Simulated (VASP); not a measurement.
NaCl: single point with r2SCAN

Crystal: NaCl.

```xyz
2
Lattice="2.8040 2.8040 0.0000 -2.8040 2.8040 0.0000 0.0000 2.8040 2.8040" Properties=species:S:1:pos:R:3 pbc="T T T"
Na    0.0000    0.0000    0.0000
Cl    0.0000    2.8040    0.0000
```

```json
{"Program": "VASP 6.6.1", "Task": "single point", "Functional": "r2SCAN", "Potentials or basis": "VASP PAW PBE potentials, release 64 (Na_pv, Cl)", "Cutoff": "520 eV", "k mesh": "8 × 8 × 8", "Occupations": "gaussian, width 0.01 eV", "Spin": "no spin polarisation"}
```

```yaml
Pressure: -0.2 GPa
Band_gap_on_the_k_mesh: 5.99 eV
```

Levels at points of the mesh, in eV from the valence-band top:
| k point | band 3 | band 4 | band 5 | band 6 | band 7 | band 8 | band 9 | band 10 | band 11 | band 12 |
| --- | --- | --- | --- | --- | --- | --- | --- | --- | --- | --- |
| (0.00, 0.00, 0.00) | -21.49 | -13.26 | 0.00 | 0.00 | 0.00 | 5.99 | 11.78 | 11.78 | 11.78 | 14.05 |
| (0.50, 0.00, 0.00) | -21.49 | -12.90 | -1.97 | -0.29 | -0.29 | 7.98 | 11.76 | 11.81 | 11.81 | 16.10 |
| (0.50, 0.50, 0.00) | -21.50 | -12.85 | -1.73 | -0.62 | -0.62 | 8.49 | 8.60 | 12.34 | 16.08 | 16.08 |

Wall time 48 s on 1 thread of Intel(R) Xeon(R) Platinum 8488C (Sapphire Rapids), on a shared host, peak memory 0.16 GiB.

Caveat: the PAW data sets were made with another functional, which shifts forces and pressure a little. A k mesh can miss the band edges.
